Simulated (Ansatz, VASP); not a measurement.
SrRu3: VASP beside Ansatz

INCAR

```
PREC = Accurate
ENCUT = 520
EDIFF = 1E-6
ISMEAR = 0
SIGMA = 0.05
LREAL = F
LASPH = T
NELM = 60
ALGO = Normal
ISIF = 2
LWAVE = F
LCHARG = F
GGA = PS
NBANDS = 34
```

KPOINTS

```
Automatic mesh
0
Gamma
  8 8 8
```

File POSCAR:

```
SrRu3
1.0
    4.0286721890      0.0000000000      0.0000000000
    0.0000000000      4.0286721890      0.0000000000
    0.0000000000      0.0000000000      4.0286721890
Sr Ru
1 3
Direct
    0.0000000000      0.0000000000      0.0000000000
    0.0000000000      0.5000000000      0.5000000000
    0.5000000000      0.5000000000      0.0000000000
    0.5000000000      0.0000000000      0.5000000000
```

Input for Ansatz:

```yaml
crystal:
  lattice:
    - [4.028672189, 0.0, 0.0]
    - [0.0, 4.028672189, 0.0]
    - [0.0, 0.0, 4.028672189]
  atoms:
    - { symbol: Sr, position: [0.0, 0.0, 0.0] }
    - { symbol: Ru, position: [0.0, 0.5, 0.5] }
    - { symbol: Ru, position: [0.5, 0.5, 0.0] }
    - { symbol: Ru, position: [0.5, 0.0, 0.5] }
basis:
  ecutwfc: 420
  ecutrho_ratio: 4
kpoints:
  mp_grid: { grid: [8, 8, 8] }
hamiltonian:
  xc: pbesol
scf:
  occupations: { method: gaussian, width: 0.05 }
output:
  forces: true
  stress: true
  eigenvalues: true
```

Alike in both runs: task single point; functional PBEsol; k mesh 8 × 8 × 8; occupations gaussian, width 0.05 eV; no spin polarisation.

|  | VASP | Ansatz |
| --- | --- | --- |
| version | VASP 6.6.1 | Ansatz 0.2.0 |
| potentials or method | VASP PAW PBE potentials, release 64 (Sr_sv, Ru_pv), cutoff 520 eV | scalar-relativistic, plane waves, PAW |
| valence electrons in the cell | 52 | 58 |

|  | VASP | Ansatz | Ansatz less VASP |
| --- | --- | --- | --- |
| pressure (GPa) | 3.9 | 3.1 | -0.74 |

VASP's potentials were made for PBE, not for PBEsol. With one functional, cell and mesh, what is left measures potentials, basis and numerics. VASP's potentials hold 52 valence electrons a cell and Ansatz's 58, so a difference there can come from the potentials and not from the codes.
